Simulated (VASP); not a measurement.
# BeTe (F-43m) in VASP: notebook

BeTe is run at these levels: PBEsol; tasks: single point.

Everything below comes from runs of VASP 6.6.1. Logs are shortened: lines on timing, memory, paths and dates and some standing lists are left out, and cuts for length are marked.

## 1. The cell of the first run

Symmetry: F-43m, No. 216, cubic system. Conventional cell: a = 5.503 Å, b = 5.503 Å, c = 5.503 Å, α = 90.00°, β = 90.00°, γ = 90.00°. Te (site symmetry -43m) has 4 Be at 2.38 Å within 3.1 Å. Be (site symmetry -43m) has 4 Te at 2.38 Å within 3.1 Å.

## 2. Single point, PBEsol (volume scaled by 0.98)

INCAR reads:

```
PREC = Accurate ; ENCUT = 520
EDIFF = 1E-6 ; ISMEAR = -1
SIGMA = 0.05 ; LREAL = False
LASPH = True ; NELM = 100
ALGO = Normal ; ISIF = 2
LWAVE = False ; LCHARG = True
GGA = PS ; LELF = True
LVHAR = True ; NBANDS = 11
```

KPOINTS reads:

```
regular mesh
0
Gamma
  8 8 8
```

POSCAR reads:

```
BeTe
1.0
    0.0000000000      2.7514088358      2.7514088358
    2.7514088358      0.0000000000      2.7514088358
    2.7514088358      2.7514088358      0.0000000000
Te Be
1 1
Direct
    0.7500000000      0.7500000000      0.7500000000
    0.0000000000      0.0000000000      0.0000000000
```

Potentials or basis: VASP PAW PBE potentials, release 64 (Te, Be).

Started as:

```console
$ cat potpaw_PBE.64/Te/POTCAR potpaw_PBE.64/Be/POTCAR > POTCAR
$ mpirun -np 1 vasp_std > vasp.out
```

OUTCAR:

```text
PREC = Accurate
   ENCUT = 520
   EDIFF = 1E-6
   ISMEAR = -1
   LREAL = False
   LASPH = True
   NELM = 100
   ISIF = 2
   GGA = PS

 ion  position               nearest neighbor table
   1  0.750  0.750  0.750-   2 2.38   2 2.38   2 2.38   2 2.38
   2  0.000  0.000  0.000-   1 2.38   1 2.38   1 2.38   1 2.38

  LATTYP: Found a face centered cubic cell.
 ALAT       =     5.5028176716

  Lattice vectors:

 A1 = (   0.0000000000,   2.7514088358,   2.7514088358)
 A2 = (   2.7514088358,   0.0000000000,   2.7514088358)
 A3 = (   2.7514088358,   2.7514088358,   0.0000000000)

Analysis of symmetry for initial positions (statically):
=====================================================================
 Subroutine PRICEL returns:
 Original cell was already a primitive cell.

 Routine SETGRP: Setting up the symmetry group for a
 face centered cubic supercell.

 Subroutine GETGRP returns: Found 24 space group operations
 (whereof 24 operations were pure point group operations)
 out of a pool of 48 trial point group operations.

The static configuration has the point symmetry T_d .

Analysis of symmetry for dynamics (positions and initial velocities):
=====================================================================
 Subroutine PRICEL returns:
 Original cell was already a primitive cell.

 Routine SETGRP: Setting up the symmetry group for a
 face centered cubic supercell.

 Subroutine GETGRP returns: Found 24 space group operations
 (whereof 24 operations were pure point group operations)
 out of a pool of 48 trial point group operations.

The dynamic configuration has the point symmetry T_d .

 Subroutine INISYM returns: Found 24 space group operations
 (whereof 24 operations are pure point group operations),
 and found     1 'primitive' translations

----------------------------------------------------------------------------------------

                                     Primitive cell

  volume of cell :      41.6577

  direct lattice vectors                    reciprocal lattice vectors
     0.000000000  2.751408836  2.751408836    -0.181725083  0.181725083  0.181725083
     2.751408836  0.000000000  2.751408836     0.181725083 -0.181725083  0.181725083
     2.751408836  2.751408836  0.000000000     0.181725083  0.181725083 -0.181725083

  length of vectors
     3.891079691  3.891079691  3.891079691     0.314757077  0.314757077  0.314757077

  position of ions in fractional coordinates (direct lattice)
     0.750000000  0.750000000  0.750000000
     0.000000000  0.000000000  0.000000000

  ion indices of the primitive-cell ions
   primitive index   ion index
                 1           1
                 2           2

----------------------------------------------------------------------------------------

 KPOINTS: regular mesh

Automatic generation of k-mesh.
 Grid dimensions read from file:
 generate k-points for:    8    8    8

 Generating k-lattice:

  Cartesian coordinates                     Fractional coordinates (reciprocal lattice)
    -0.022715635  0.022715635  0.022715635     0.125000000  0.000000000  0.000000000
     0.022715635 -0.022715635  0.022715635     0.000000000  0.125000000  0.000000000
     0.022715635  0.022715635 -0.022715635     0.000000000  0.000000000  0.125000000

  Length of vectors
     0.039344635  0.039344635  0.039344635

  Shift w.r.t. Gamma in fractional coordinates (k-lattice)
     0.000000000  0.000000000  0.000000000

 Subroutine IBZKPT returns following result:
 ===========================================

 Found     29 irreducible k-points:

 Following reciprocal coordinates:
            Coordinates               Weight
  0.000000  0.000000  0.000000      1.000000
  0.125000  0.000000  0.000000      8.000000
  0.250000  0.000000  0.000000      8.000000
  0.375000  0.000000  0.000000      8.000000
  0.500000  0.000000  0.000000      4.000000
  0.125000  0.125000  0.000000      6.000000
[... 16 lines left out ...]
  0.500000  0.250000  0.125000     48.000000
 -0.375000  0.250000  0.125000     24.000000
 [... further k-points ...]
   k-points           NKPTS =     29   k-points in BZ     NKDIM =     29   number of bands    NBANDS=     11
   number of dos      NEDOS =    301   number of ions     NIONS =      2
   total plane-waves  NPLWV =  27000
   dimension x,y,z NGX =    30 NGY =   30 NGZ =   30
   dimension x,y,z NGXF=    60 NGYF=   60 NGZF=   60
   ions per type =               1   1
   NGX,Y,Z   is equivalent  to a cutoff of  12.82, 12.82, 12.82 a.u.
   NGXF,Y,Z  is equivalent  to a cutoff of  25.63, 25.63, 25.63 a.u.
 SYSTEM =  unknown system
   PREC   = accura    normal or accurate (medium, high low for compatibility)
   ISTART =      0    job   : 0-new  1-cont  2-samecut
   ICHARG =      2    charge: 1-file 2-atom 10-const
   ISPIN  =      1    spin polarized calculation?
   LNONCOLLINEAR =      F non collinear calculations
   LSORBIT =      F    spin-orbit coupling
   LASPH  =      T    aspherical Exc in radial PAW
   ENCUT  =  520.0 eV  38.22 Ry    6.18 a.u.   7.23  7.23  7.23*2*pi/ulx,y,z
   NELM   =    100;   NELMIN=  2; NELMDL= -5     # of ELM steps
   EDIFF  = 0.1E-05   stopping-criterion for ELM
   LREAL  =      F    real-space projection
   EDIFFG = 0.1E-04   stopping-criterion for IOM
   NSW    =      0    number of steps for IOM
   IBRION =     -1    ionic relax: 0-MD 1-quasi-New 2-CG
   NFREE  =      0    steps in history (QN), initial steepest desc. (CG)
   ISIF   =      2    stress and relaxation
   ISYM   =      2    0-nonsym 1-usesym 2-fastsym
   POTIM  = 0.5000    time-step for ionic-motion
   TEBEG  =    0.0;   TEEND  =   0.0 temperature during run
   PSTRESS=    0.0 pullay stress
   NELECT =       8.0000    total number of electrons
   NUPDOWN=      -1.0000    fix difference up-down
   EMIN   =  10.00;   EMAX   =-10.00  energy-range for DOS
   EFERMI =   0.00;   METHOD = LEGACY
   ISMEAR =    -1;   SIGMA  =   0.05  broadening in eV -4-tet -1-fermi 0-gaus
   EFERMI_NEDOS =   21; number of points for ismear=-14 and -15
   IALGO  =     38    algorithm
   IMIX   =      4    mixing-type and parameters
     AMIX     =   0.40;   BMIX     =  1.00
     AMIX_MAG =   1.60;   BMIX_MAG =  1.00
  volume/ion in A,a.u.               =      20.83       140.56
  Fermi-wavevector in a.u.,A,eV,Ry     =   0.944510  1.784864 12.137735  0.892098
  Thomas-Fermi vector in A             =   2.072321
   LORBIT       =      0    0 simple, 1 ext, 2 COOP (PROOUT), +10 PAW based schemes
   GGA     = PS    functional components
   LHFCALC =     F    Hartree Fock is set to
   AEXX    =    0.0000 exact exchange contribution
   IVDW    =     0    specifies the selected vdW correction
   LEPSILON=     F    determine dielectric tensor
   LRPA    =     F    only Hartree local field effects (RPA)
 non-spin polarized calculation
  energy-cutoff  :      520.00
  volume of cell :       41.66
 maximum number of plane-waves:      1139
 NGX is ok and might be reduce to    30
   NGX = 15   NGY = 15   NGZ = 15

 number of electron       8.0000000 magnetization

 Free energy of the ion-electron system (eV)
  ---------------------------------------------------
  ext. energy  EPLUGINS =         0.00000000
  ---------------------------------------------------
  free energy    TOTEN  =        -8.18564106 eV

  energy without entropy =       -8.18564106  energy(sigma->0) =       -8.18564106

 E-fermi :   6.6449     XC(G=0):  -9.4796

 val. band max:        5.8098396614   @ k =   0.0000   0.0000   0.0000
 cond. band min:       7.4836456455   @ k =   0.5000   0.5000   0.0000
 fundamental gap:      1.6738059842
 Fermi energy:         6.6448649311

 k-point     1 :       0.0000    0.0000    0.0000
  band No.  band energies     occupation
      1      -7.0051      2.00000
      2       5.8098      2.00000
      3       5.8098      2.00000
      4       5.8098      2.00000
      5       9.3430      0.00000
      6       9.3430      0.00000
      7       9.3430      0.00000
      8      10.0587      0.00000
      9      14.1041      0.00000
     10      16.2007      0.00000
     11      16.2007      0.00000

 k-point     2 :       0.1250    0.0000    0.0000
  band No.  band energies     occupation
      1      -6.8416      2.00000
      2       4.3859      2.00000
      3       5.5410      2.00000
      4       5.5410      2.00000
      5       9.4095      0.00000
      6       9.7241      0.00000
      7       9.7241      0.00000
      8      11.2988      0.00000
      9      14.5141      0.00000
     10      15.1296      0.00000
     11      15.1296      0.00000

 k-point     3 :       0.2500    0.0000    0.0000
  band No.  band energies     occupation
      1      -6.3862      2.00000
      2       2.2159      2.00000
      3       5.0527      2.00000
      4       5.0527      2.00000
      5       9.2361      0.00000
      6      10.2811      0.00000
      7      10.2811      0.00000
      8      13.1235      0.00000
      9      14.8486      0.00000
     10      14.8486      0.00000
     11      14.8560      0.00000

 k-point     4 :       0.3750    0.0000    0.0000
  band No.  band energies     occupation
      1      -5.7928      2.00000
      2       0.4818      2.00000
      3       4.6842      2.00000
      4       4.6842      2.00000
      5       9.0872      0.00000
      6      10.3791      0.00000
      7      10.3791      0.00000
      8      13.5409      0.00000
      9      15.8752      0.00000
     10      15.9995      0.00000
     11      15.9995      0.00000
[... 239 lines left out ...]
 k-point    22 :       0.3750    0.2500    0.1250
  band No.  band energies     occupation
      1      -6.0067      2.00000
      2       1.9808      2.00000
      3       3.3040      2.00000
      4       4.4432      2.00000
      5       9.3137      0.00000
      6      10.8729      0.00000
      7      11.0739      0.00000
      8      12.2609      0.00000
      9      15.0825      0.00000
     10      16.5248      0.00000
     11      17.2397      0.00000

 k-point    23 :       0.5000    0.2500    0.1250
  band No.  band energies     occupation
      1      -5.4746      2.00000
      2       0.8021      2.00000
      3       2.7426      2.00000
      4       3.9298      2.00000
      5       9.7811      0.00000
      6      10.5235      0.00000
      7      11.8069      0.00000
      8      12.8922      0.00000
      9      15.8037      0.00000
     10      16.3777      0.00000
     11      18.2626      0.00000

 k-point    24 :      -0.3750    0.2500    0.1250
  band No.  band energies     occupation
      1      -5.1983      2.00000
      2       0.2378      2.00000
      3       2.6382      2.00000
      4       3.6783      2.00000
      5       9.9128      0.00000
      6      10.2343      0.00000
      7      12.6851      0.00000
      8      13.7505      0.00000
      9      14.3618      0.00000
     10      17.5042      0.00000
     11      17.9040      0.00000

 [... further k-points ...]

------------------------ aborting loop because EDIFF is reached ----------------------------------------

  FORCE on cell =-STRESS in cart. coord.  units (eV):
  Direction    XX          YY          ZZ          XY          YZ          ZX
  --------------------------------------------------------------------------------------
  -------------------------------------------------------------------------------------
  Total        1.0460300      1.0460300      1.0460300      0.0000000      0.0000000      0.0000000
  in kB       40.2308636     40.2308636     40.2308636      0.0000000      0.0000000      0.0000000
  external PRESSURE =      40.2308636 kB  Pullay stress =       0.0000000 kB

 VOLUME and BASIS-vectors are now :
 -----------------------------------------------------------------------------
  energy-cutoff  :      520.00
  volume of cell :       41.66
      direct lattice vectors                 reciprocal lattice vectors
     0.000000000  2.751408836  2.751408836    -0.181725083  0.181725083  0.181725083
     2.751408836  0.000000000  2.751408836     0.181725083 -0.181725083  0.181725083
     2.751408836  2.751408836  0.000000000     0.181725083  0.181725083 -0.181725083

 POSITION                                       TOTAL-FORCE (eV/Angst)
 -----------------------------------------------------------------------------------
      4.12711      4.12711      4.12711         0.000000      0.000000      0.000000
      0.00000      0.00000      0.00000        -0.000000     -0.000000     -0.000000
 -----------------------------------------------------------------------------------
    total drift:                               -0.000000     -0.000000     -0.000000

  FREE ENERGIE OF THE ION-ELECTRON SYSTEM (eV)
  ---------------------------------------------------
  free  energy   TOTEN  =        -8.1856410599 eV

  energy  without entropy=       -8.1856410588  energy(sigma->0) =       -8.18564106
```

It took 11 s on 1 thread of Intel Xeon 6975P-C (Granite Rapids), shared host; peak memory 0.17 GiB.

What came out:

| Property | Result |
| --- | --- |
| Free energy | -8.1856 eV |
| Pressure | 4.0 GPa |
| Band gap on the k mesh | 1.67 eV, indirect (least direct gap 3.53 eV) |

Caveat: the cell differs from its parent crystal (volume scaled by 0.98); the PAW data sets were made with another functional, which shifts forces and pressure a little; spin-orbit coupling is left out, which moves the levels of the heavy elements. A k mesh can miss the band edges.

## 3. Single point, PBEsol (volume scaled by 1.02)

INCAR reads:

```
SYSTEM = BeTe
PREC     = Accurate       ! precision mode
ENCUT    = 520            ! plane-wave cutoff, eV
EDIFF    = 1E-6           ! SCF threshold, eV
ISMEAR   = -1             ! smearing method
SIGMA    = 0.05           ! smearing width, eV
LREAL    = .False.        ! projectors in reciprocal space
LASPH    = .True.         ! aspherical terms in the spheres
NELM     = 100            ! most SCF steps
ALGO     = Normal         ! electronic algorithm
ISIF     = 2              ! what is computed and relaxed
LWAVE    = .False.        ! write WAVECAR
LCHARG   = .False.        ! write CHGCAR
GGA      = PS             ! functional
NBANDS   = 11             ! bands
```

KPOINTS reads:

```
Automatic mesh
0
Gamma
  8 8 8
  0 0 0
```

POSCAR reads:

```
BeTe
1.0
    0.0000000000      2.7883449055      2.7883449055
    2.7883449055      0.0000000000      2.7883449055
    2.7883449055      2.7883449055      0.0000000000
Te Be
1 1
Direct
    0.7500000000      0.7500000000      0.7500000000
    0.0000000000      0.0000000000      0.0000000000
```

Potentials or basis: VASP PAW PBE potentials, release 64 (Te, Be).

Started as:

```console
$ cat potpaw_PBE.64/Te/POTCAR potpaw_PBE.64/Be/POTCAR > POTCAR
$ mpirun -np 1 vasp_std > vasp.out
```

Wall time 9.7 s (1 thread of Intel Xeon 6975P-C (Granite Rapids), shared host); peak memory 0.16 GiB.

It converged, with:

| Property | Result |
| --- | --- |
| Free energy | -8.2129 eV |
| Pressure | 1.2 GPa |
| Band gap on the k mesh | 1.78 eV, indirect (least direct gap 3.57 eV) |

Levels at points of the mesh, in eV from the valence-band top:
```
           k point  band 2  band 3  band 4  band 5  band 6  band 7
(0.00, 0.00, 0.00)    0.00    0.00    0.00    3.57    3.57    3.57
(0.50, 0.00, 0.00)   -5.77   -1.18   -1.18    3.11    4.54    4.54
(0.50, 0.50, 0.00)   -5.29   -2.77   -2.77    1.78    2.57    9.89
```

Caveat: the cell differs from its parent crystal (volume scaled by 1.02); the PAW data sets were made with another functional, which shifts forces and pressure a little; spin-orbit coupling is left out, which moves the levels of the heavy elements. A k mesh can miss the band edges.

## 4. Single point, PBEsol

This run uses another cell than the first one, of 21.25 Å³/atom, 1.020 times its volume.

INCAR reads:

```
PREC     = Accurate       # precision mode
ENCUT    = 520            # plane-wave cutoff, eV
EDIFF    = 1E-6           # SCF threshold, eV
ISMEAR   = -1             # smearing method
SIGMA    = 0.05           # smearing width, eV
LREAL    = F              # projectors in reciprocal space
LASPH    = T              # aspherical terms in the spheres
NELM     = 80             # most SCF steps
ALGO     = Normal         # electronic algorithm
ISIF     = 2              # what is computed and relaxed
LWAVE    = F              # write WAVECAR
LCHARG   = F              # write CHGCAR
GGA      = PS             # functional
NBANDS   = 11             # bands
```

KPOINTS reads:

```
Automatic mesh
0
Gamma
  6 6 6
```

POSCAR reads:

```
BeTe
1.0
    0.0000000000      2.7700000000      2.7700000000
    2.7700000000      0.0000000000      2.7700000000
    2.7700000000      2.7700000000      0.0000000000
Te Be
1 1
Direct
    0.7500000000      0.7500000000      0.7500000000
    0.0000000000      0.0000000000      0.0000000000
```

Started as:

```console
$ cat potpaw_PBE.64/Te/POTCAR potpaw_PBE.64/Be/POTCAR > POTCAR
$ mpirun -np 1 vasp_std > vasp.out
```

It took 5.6 s on 1 thread of AMD EPYC 7R13 (Zen 3), shared host; peak memory 0.14 GiB.

The run converged. Its results:

| Item | Value |
| --- | --- |
| Free energy | -8.1962 eV |
| Pressure | 2.6 GPa |
| Band gap on the k mesh | 1.73 eV, indirect (least direct gap 3.55 eV) |

Levels at points of the mesh, in eV from the valence-band top:
| k point | band 2 | band 3 | band 4 | band 5 | band 6 | band 7 |
| --- | --- | --- | --- | --- | --- | --- |
| (0.00, 0.00, 0.00) | 0.00 | 0.00 | 0.00 | 3.55 | 3.55 | 3.55 |
| (0.50, 0.00, 0.00) | -5.90 | -1.22 | -1.22 | 3.17 | 4.53 | 4.53 |
| (0.50, 0.50, 0.00) | -5.40 | -2.85 | -2.85 | 1.73 | 2.54 | 10.02 |

Caveat: the PAW data sets were made with another functional, which shifts forces and pressure a little; spin-orbit coupling is left out, which moves the levels of the heavy elements. A k mesh can miss the band edges.

## 5. The runs side by side

| cell | k mesh | gap on the mesh (eV) | pressure (GPa) |
| --- | --- | --- | --- |
| a = 3.891 Å, angles 60.0°, 2 atoms | 8 × 8 × 8 | 1.67 | 4.0 |
| a = 3.943 Å, angles 60.0°, 2 atoms | 8 × 8 × 8 | 1.78 | 1.2 |
| a = 3.917 Å, angles 60.0°, 2 atoms | 6 × 6 × 6 | 1.73 | 2.6 |

Alike in all rows: task single point; level PBEsol; potentials or basis VASP PAW PBE potentials, release 64 (Te, Be); no spin polarisation; cutoff (eV) 520; smearing fermi-dirac 0.05 eV.

Caveats: the PAW data sets were made with another functional, which shifts forces and pressure a little; spin-orbit coupling is left out, which moves the levels of the heavy elements.

Total energies depend on the potentials used, so only differences within one code and one set of settings carry meaning.
